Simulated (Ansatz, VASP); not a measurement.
One calculation of Ir, two programs

The input INCAR:

```
PREC     = Accurate       # precision mode
ENCUT    = 520            # plane-wave cutoff, eV
EDIFF    = 1E-6           # SCF threshold, eV
ISMEAR   = 0              # smearing method
SIGMA    = 0.15           # smearing width, eV
LREAL    = False          # projectors in reciprocal space
LASPH    = True           # aspherical terms in the spheres
NELM     = 60             # most SCF steps
ALGO     = Fast           # electronic algorithm
ISIF     = 2              # what is computed and relaxed
LWAVE    = False          # write WAVECAR
LCHARG   = True           # write CHGCAR
GGA      = PS             # functional
LELF     = True           # ELF
LVHAR    = True         
NBANDS   = 10             # bands
```

File KPOINTS:

```
regular mesh
0
Gamma
  22 22 22
```

Contents of POSCAR:

```
Ir
1.0
    0.0000000000      1.8813060000      1.9197000000
    1.9197000000      0.0000000000      1.9197000000
    1.9197000000      1.8813060000      0.0000000000
Ir
1
Direct
    0.0000000000      0.0000000000      0.0000000000
```

Input for Ansatz:

```yaml
crystal:
  lattice:
    - [0.0, 1.881306, 1.9197]
    - [1.9197, 0.0, 1.9197]
    - [1.9197, 1.881306, 0.0]
  atoms:
    - { symbol: Ir, position: [0.0, 0.0, 0.0] }
basis:
  ecutwfc: 420
kpoints:
  mp_grid: { grid: [22, 22, 22] }
hamiltonian:
  xc: pbesol
scf:
  occupations: { method: gaussian, width: 0.15 }
output:
  forces: true
  stress: true
  eigenvalues: true
```

Change from the starting cell: strain -0.0200 x Voigt [0, 1, 0, 0, 0, 0], atoms carried along.

Alike in both runs: task single point; functional PBEsol; k mesh 22 × 22 × 22; occupations gaussian, width 0.15 eV; no spin polarisation.

|  | VASP | Ansatz |
| --- | --- | --- |
| version | VASP 6.6.1 | Ansatz 0.2.0 |
| potentials or method | VASP PAW PBE potentials, release 64 (Ir), cutoff 520 eV | scalar-relativistic, plane waves, PAW |
| valence electrons in the cell | 9 | 17 |

VASP gave:

| Property | Result |
| --- | --- |
| gap on the k mesh at the Fermi level (eV) | none |
| pressure (GPa) | 6.3 |
| traceless stress, the component that is largest in VASP (GPa) | 5.25 |

**Question.** Which values does Ansatz return?

**Answer.** gap on the k mesh at the Fermi level (eV): none; pressure (GPa): 5.5; traceless stress, the component that is largest in VASP (GPa): 5.26.

VASP's potentials were made for PBE, not for PBEsol. A gap of «none» marks a metal or a gap that the smearing closes. With one functional, cell and mesh, what is left measures potentials, basis and numerics. VASP's potentials hold 9 valence electrons a cell and Ansatz's 17, so a difference there can come from the potentials and not from the codes.

Spin-orbit coupling is off throughout.
